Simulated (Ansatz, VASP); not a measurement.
# One calculation of WC, two programs

```
CELL_PARAMETERS angstrom
0.00000 2.19268 2.19268
2.19268 0.00000 2.19268
2.19268 2.19268 0.00000
ATOMIC_POSITIONS crystal
W 0.01140 0.01140 0.98860
C 0.50000 0.50000 0.50000
```

Change from the starting cell: all W atoms moved -0.050 Å, as atom 1 towards its neighbour atom 2 (C) at 2.193 Å.

Alike in both runs: task single point; functional r2SCAN; k mesh 18 × 18 × 18; occupations gaussian, width 0.15 eV; no spin polarisation.

```csv
,VASP,Ansatz
version,VASP 6.6.1,Ansatz 0.2.0
potentials or method,"VASP PAW PBE potentials, release 64 (W_sv, C), cutoff 520 eV","scalar-relativistic, plane waves, PAW"
valence electrons in the cell,18,18
```

Ansatz gave:

```
gap on the k mesh at the Fermi level (eV)                     : none
pressure (GPa)                                                : -4.9
traceless stress, the component that is largest in VASP (GPa) : 0.89
rms of the force components (eV/Å)                            : 0.156
```

Task: Which values does VASP return?

Result: gap on the k mesh at the Fermi level (eV): none; pressure (GPa): -3.3; traceless stress, the component that is largest in VASP (GPa): 0.92; rms of the force components (eV/Å): 0.158.

VASP's potentials were made for PBE, not for r2SCAN. Atom by atom the forces differ by 0.002 eV/Å (rms over components). A gap of «none» marks a metal or a gap that the smearing closes.

Spin-orbit coupling is off throughout.
